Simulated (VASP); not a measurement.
The system is KI.

```
CELL_PARAMETERS angstrom
4.29094 0.00000 0.00000
0.00000 4.29094 0.00000
0.00000 0.00000 4.27549
ATOMIC_POSITIONS crystal
K 0.00000 0.00000 0.00000
I 0.50000 0.50000 0.50000
```

This cell differs from its parent crystal: uniaxial z strain -0.4%.

Base run:

```yaml
Program: VASP 6.6.1
Functional: PBE
Potentials_or_basis: VASP PAW PBE potentials, release 64 (K_sv, I)
Cutoff: 520 eV
k_mesh: 6 × 6 × 6
Occupations: fermi-dirac, width 0.02 eV
Spin: no spin polarisation
```

Its results: band gap on the k mesh 3.33 eV, indirect (least direct gap 3.69 eV); pressure 0.6 GPa.

Q: The run is repeated on the same cell with these changes: functional from PBE to r2SCAN; occupations from fermi-dirac, width 0.02 eV to gaussian, width 0.01 eV. What comes out?

A: Band gap on the k mesh 4.04 eV, indirect (least direct gap 4.40 eV); pressure 0.1 GPa.

Caveats: spin-orbit coupling is left out, which moves the levels of the heavy elements; the PAW data sets were made with another functional, which shifts forces and pressure a little (some runs).

A k mesh can miss the band edges.
